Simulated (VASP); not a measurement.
# Ca2SnO3 (P6/mmm) in VASP: single point with PBE

Aim: the single point of Ca2SnO3 with PBE.

Program: VASP 6.6.1. These are calculated values, not measurements. Logs are shortened: lines on timing, memory, paths and dates and some standing lists are left out, and cuts for length are marked.

### 1 The cell of the first run

The structure is hexagonal, space group P6/mmm (No. 191). Conventional cell: a = 5.293 Å, b = 5.293 Å, c = 4.356 Å, α = 90.00°, β = 90.00°, γ = 120.00°. Ca (site symmetry -6m2) has 2 O at 2.18 Å within 2.9 Å. Within 2.9 Å of Sn (site symmetry 6/mmm) lie 2 O at 2.18 Å. O (site symmetry -6m2) has 2 Ca at 2.18 Å within 2.9 Å. O (site symmetry 6/mmm) has 2 Sn at 2.18 Å within 2.9 Å.

The cell was built from a structure type or drawn by symmetry, and may not be a known phase.

### 2 Single point, PBE

File INCAR:

```
SYSTEM = Ca2SnO3
  PREC = Accurate
  ENCUT = 520
  EDIFF = 1E-6
  ISMEAR = 0
  SIGMA = 0.1
  LREAL = .False.
  LASPH = .True.
  NELM = 80
  ALGO = Normal
  ISIF = 2
  LWAVE = .False.
  LCHARG = .False.
  GGA = PE
  NBANDS = 35
```

File KPOINTS:

```
Automatic mesh
0
Gamma
  12 12 10
  0 0 0
```

File POSCAR:

```
Ca2SnO3
1.0
    5.2926297196      0.0000000000      0.0000000000
   -2.6463148598      4.5835517900      0.0000000000
    0.0000000000      0.0000000000      4.3561010661
Ca Sn O
2 1 3
Direct
    0.3333333333      0.6666666667      0.0000000000
    0.6666666667      0.3333333333      0.0000000000
    0.0000000000      0.0000000000      0.5000000000
    0.3333333333      0.6666666667      0.5000000000
    0.6666666667      0.3333333333      0.5000000000
    0.0000000000      0.0000000000      0.0000000000
```

Potentials or basis: VASP PAW PBE potentials, release 64 (Ca_sv, Sn_d, O).

Launch:

```sh
> cat potpaw_PBE.64/Ca_sv/POTCAR potpaw_PBE.64/Sn_d/POTCAR potpaw_PBE.64/O/POTCAR > POTCAR
> mpirun -np 1 vasp_std > vasp.out
```

OUTCAR:

```text
SYSTEM = Ca2SnO3
   PREC = Accurate
   ENCUT = 520
   EDIFF = 1E-6
   ISMEAR = 0
   LREAL = .False.
   LASPH = .True.
   NELM = 80
   ISIF = 2
   GGA = PE

 ion  position               nearest neighbor table
   1  0.333  0.667  0.000-   4 2.18   4 2.18   2 3.06   2 3.06   2 3.06
   2  0.667  0.333  0.000-   5 2.18   5 2.18   1 3.06   1 3.06   1 3.06
   3  0.000  0.000  0.500-   6 2.18   6 2.18
   4  0.333  0.667  0.500-   1 2.18   1 2.18
   5  0.667  0.333  0.500-   2 2.18   2 2.18
   6  0.000  0.000  0.000-   3 2.18   3 2.18

  LATTYP: Found a hexagonal cell.
 ALAT       =     5.2926297196
 C/A-ratio  =     0.8230504110

  Lattice vectors:

 A1 = (   5.2926297196,   0.0000000000,   0.0000000000)
 A2 = (  -2.6463148598,   4.5835517900,   0.0000000000)
 A3 = (   0.0000000000,   0.0000000000,   4.3561010661)

Analysis of symmetry for initial positions (statically):
=====================================================================
 Subroutine PRICEL returns:
 Original cell was already a primitive cell.

 Routine SETGRP: Setting up the symmetry group for a
 hexagonal supercell.

 Subroutine GETGRP returns: Found 24 space group operations
 (whereof 24 operations were pure point group operations)
 out of a pool of 24 trial point group operations.

The static configuration has the point symmetry D_6h.

Analysis of symmetry for dynamics (positions and initial velocities):
=====================================================================
 Subroutine PRICEL returns:
 Original cell was already a primitive cell.

 Routine SETGRP: Setting up the symmetry group for a
 hexagonal supercell.

 Subroutine GETGRP returns: Found 24 space group operations
 (whereof 24 operations were pure point group operations)
 out of a pool of 24 trial point group operations.

The dynamic configuration has the point symmetry D_6h.

 Subroutine INISYM returns: Found 24 space group operations
 (whereof 24 operations are pure point group operations),
 and found     1 'primitive' translations

----------------------------------------------------------------------------------------

                                     Primitive cell

  volume of cell :     105.6748

  direct lattice vectors                    reciprocal lattice vectors
     5.292629720  0.000000000  0.000000000     0.188941992  0.109085710  0.000000000
    -2.646314860  4.583551790  0.000000000     0.000000000  0.218171419  0.000000000
     0.000000000  0.000000000  4.356101066     0.000000000  0.000000000  0.229563085

  length of vectors
     5.292629720  5.292629720  4.356101066     0.218171419  0.218171419  0.229563085

  position of ions in fractional coordinates (direct lattice)
     0.333333333  0.666666667  0.000000000
     0.666666667  0.333333333  0.000000000
     0.000000000  0.000000000  0.500000000
     0.333333333  0.666666667  0.500000000
     0.666666667  0.333333333  0.500000000
     0.000000000  0.000000000  0.000000000

  ion indices of the primitive-cell ions
   primitive index   ion index
                 1           1
                 2           2
                 3           3
                 4           4
                 5           5
                 6           6

----------------------------------------------------------------------------------------

 KPOINTS: Automatic mesh

Automatic generation of k-mesh.
 Grid dimensions read from file:
 generate k-points for:   12   12   10

 Generating k-lattice:

  Cartesian coordinates                     Fractional coordinates (reciprocal lattice)
     0.015745166  0.009090476  0.000000000     0.083333333  0.000000000  0.000000000
     0.000000000  0.018180952  0.000000000     0.000000000  0.083333333  0.000000000
     0.000000000  0.000000000  0.022956309     0.000000000  0.000000000  0.100000000

  Length of vectors
     0.018180952  0.018180952  0.022956309

  Shift w.r.t. Gamma in fractional coordinates (k-lattice)
     0.000000000  0.000000000  0.000000000

 Subroutine IBZKPT returns following result:
 ===========================================

 Found    114 irreducible k-points:

 Following reciprocal coordinates:
            Coordinates               Weight
  0.000000  0.000000  0.000000      1.000000
  0.083333  0.000000  0.000000      6.000000
  0.166667 -0.000000  0.000000      6.000000
  0.250000  0.000000  0.000000      6.000000
  0.333333 -0.000000  0.000000      6.000000
  0.416667 -0.000000  0.000000      6.000000
[... 16 lines left out ...]
  0.250000  0.000000  0.100000     12.000000
  0.333333 -0.000000  0.100000     12.000000
 [... further k-points ...]
   k-points           NKPTS =    114   k-points in BZ     NKDIM =    114   number of bands    NBANDS=     35
   number of dos      NEDOS =    301   number of ions     NIONS =      6
   total plane-waves  NPLWV =  51200
   dimension x,y,z NGX =    40 NGY =   40 NGZ =   32
   dimension x,y,z NGXF=    80 NGYF=   80 NGZF=   64
   ions per type =               2   1   3
   NGX,Y,Z   is equivalent  to a cutoff of  12.56, 12.56, 12.21 a.u.
   NGXF,Y,Z  is equivalent  to a cutoff of  25.13, 25.13, 24.42 a.u.
 SYSTEM =  Ca2SnO3
   PREC   = accura    normal or accurate (medium, high low for compatibility)
   ISTART =      0    job   : 0-new  1-cont  2-samecut
   ICHARG =      2    charge: 1-file 2-atom 10-const
   ISPIN  =      1    spin polarized calculation?
   LNONCOLLINEAR =      F non collinear calculations
   LSORBIT =      F    spin-orbit coupling
   LASPH  =      T    aspherical Exc in radial PAW
   ENCUT  =  520.0 eV  38.22 Ry    6.18 a.u.   9.84  9.84  8.10*2*pi/ulx,y,z
   NELM   =     80;   NELMIN=  2; NELMDL= -5     # of ELM steps
   EDIFF  = 0.1E-05   stopping-criterion for ELM
   LREAL  =      F    real-space projection
   EDIFFG = 0.1E-04   stopping-criterion for IOM
   NSW    =      0    number of steps for IOM
   IBRION =     -1    ionic relax: 0-MD 1-quasi-New 2-CG
   NFREE  =      0    steps in history (QN), initial steepest desc. (CG)
   ISIF   =      2    stress and relaxation
   ISYM   =      2    0-nonsym 1-usesym 2-fastsym
   POTIM  = 0.5000    time-step for ionic-motion
   TEBEG  =    0.0;   TEEND  =   0.0 temperature during run
   PSTRESS=    0.0 pullay stress
   NELECT =      52.0000    total number of electrons
   NUPDOWN=      -1.0000    fix difference up-down
   EMIN   =  10.00;   EMAX   =-10.00  energy-range for DOS
   EFERMI =   0.00;   METHOD = LEGACY
   ISMEAR =     0;   SIGMA  =   0.10  broadening in eV -4-tet -1-fermi 0-gaus
   EFERMI_NEDOS =   21; number of points for ismear=-14 and -15
   IALGO  =     38    algorithm
   IMIX   =      4    mixing-type and parameters
     AMIX     =   0.40;   BMIX     =  1.00
     AMIX_MAG =   1.60;   BMIX_MAG =  1.00
  volume/ion in A,a.u.               =      17.61       118.85
  Fermi-wavevector in a.u.,A,eV,Ry     =   1.292465  2.442404 22.728062  1.670465
  Thomas-Fermi vector in A             =   2.424171
   LORBIT       =      0    0 simple, 1 ext, 2 COOP (PROOUT), +10 PAW based schemes
   GGA     = PE    functional components
   LHFCALC =     F    Hartree Fock is set to
   AEXX    =    0.0000 exact exchange contribution
   IVDW    =     0    specifies the selected vdW correction
   LEPSILON=     F    determine dielectric tensor
   LRPA    =     F    only Hartree local field effects (RPA)
 non-spin polarized calculation
 Gauss-broadening in eV      SIGMA  =   0.10
  energy-cutoff  :      520.00
  volume of cell :      105.67
 maximum number of plane-waves:      2880
 NGX is ok and might be reduce to    40
   NGX = 19   NGY = 19   NGZ = 17

 number of electron      51.9999993 magnetization

 Free energy of the ion-electron system (eV)
  ---------------------------------------------------
  ext. energy  EPLUGINS =         0.00000000
  ---------------------------------------------------
  free energy    TOTEN  =       -30.56497479 eV

  energy without entropy =      -30.56095575  energy(sigma->0) =      -30.56296527

 E-fermi :   5.0956     XC(G=0):  -9.7014

 val. band max:        5.0945190072   @ k =   0.3333   0.3333   0.5000
 cond. band min:       5.0994550438   @ k =   0.2500   0.2500   0.5000
 fundamental gap:      0.0049360366
 Fermi energy:         5.0955575644

 k-point     1 :       0.0000    0.0000    0.0000
  band No.  band energies     occupation
      1     -36.7011      2.00000
      2     -36.5623      2.00000
      3     -18.1468      2.00000
      4     -18.1468      2.00000
      5     -17.6845      2.00000
      6     -17.6845      2.00000
[... 27 lines left out ...]
     34       8.8509      0.00000
     35       8.8509      0.00000

 k-point     2 :       0.0833    0.0000    0.0000
  band No.  band energies     occupation
      1     -36.6990      2.00000
      2     -36.5645      2.00000
      3     -18.1500      2.00000
      4     -18.1414      2.00000
      5     -17.6927      2.00000
      6     -17.6811      2.00000
[... 27 lines left out ...]
     34       8.8421      0.00000
     35       8.9046      0.00000

 k-point     3 :       0.1667   -0.0000    0.0000
  band No.  band energies     occupation
      1     -36.6930      2.00000
      2     -36.5706      2.00000
      3     -18.1584      2.00000
      4     -18.1264      2.00000
      5     -17.7145      2.00000
      6     -17.6722      2.00000
[... 27 lines left out ...]
     34       8.8135      0.00000
     35       9.0398      0.00000
[... 723 lines left out ...]
 k-point    23 :       0.2500    0.0000    0.1000
  band No.  band energies     occupation
      1     -36.6833      2.00000
      2     -36.5799      2.00000
      3     -18.1689      2.00000
      4     -18.1049      2.00000
      5     -17.7419      2.00000
      6     -17.6602      2.00000
[... 27 lines left out ...]
     34       8.7061      0.00000
     35       8.9012      0.00000

 k-point    24 :       0.3333   -0.0000    0.1000
  band No.  band energies     occupation
      1     -36.6717      2.00000
      2     -36.5916      2.00000
      3     -18.1796      2.00000
      4     -18.0834      2.00000
      5     -17.7692      2.00000
      6     -17.6489      2.00000
[... 27 lines left out ...]
     34       8.6513      0.00000
     35       8.8522      0.00000

 [... further k-points ...]
[... 5 lines left out ...]
  --------------------------------------------------------------------------------------
  -------------------------------------------------------------------------------------
  Total       -0.0383200     -0.0383200      0.6970896      0.0000000     -0.0000000      0.0000000
  in kB       -0.5809848     -0.5809848     10.5688461      0.0000000     -0.0000000      0.0000000
  external PRESSURE =       3.1356255 kB  Pullay stress =       0.0000000 kB

 VOLUME and BASIS-vectors are now :
 -----------------------------------------------------------------------------
  energy-cutoff  :      520.00
  volume of cell :      105.67
      direct lattice vectors                 reciprocal lattice vectors
     5.292629720  0.000000000  0.000000000     0.188941992  0.109085710  0.000000000
    -2.646314860  4.583551790  0.000000000     0.000000000  0.218171419  0.000000000
     0.000000000  0.000000000  4.356101066     0.000000000  0.000000000  0.229563085

 POSITION                                       TOTAL-FORCE (eV/Angst)
 -----------------------------------------------------------------------------------
     -0.00000      3.05570      0.00000         0.000000      0.000000      0.000000
      2.64631      1.52785      0.00000        -0.000000     -0.000000      0.000000
      0.00000      0.00000      2.17805         0.000000      0.000000      0.000000
     -0.00000      3.05570      2.17805        -0.000000     -0.000000     -0.000000
      2.64631      1.52785      2.17805         0.000000      0.000000      0.000000
      0.00000      0.00000      0.00000         0.000000      0.000000      0.000000
 -----------------------------------------------------------------------------------
    total drift:                                0.000000     -0.000000     -0.000000

  FREE ENERGIE OF THE ION-ELECTRON SYSTEM (eV)
  ---------------------------------------------------
  free  energy   TOTEN  =       -30.5649747894 eV

  energy  without entropy=      -30.5609557455  energy(sigma->0) =      -30.56296527
```

Wall time 7.3 min (1 thread of Intel Xeon Platinum 8259CL at 2.50GHz (Skylake/Cascade Lake), shared host); peak memory 0.49 GiB.

Results:

- Free energy: -30.5650 eV
- Pressure: 0.3 GPa
- Band gap on the k mesh: zero (bands 26 and 27 overlap by 0.63 eV)

Caveat: semilocal functionals underestimate gaps, so a narrow gap can read as zero; spin-orbit coupling is left out, which moves the levels of the heavy elements.
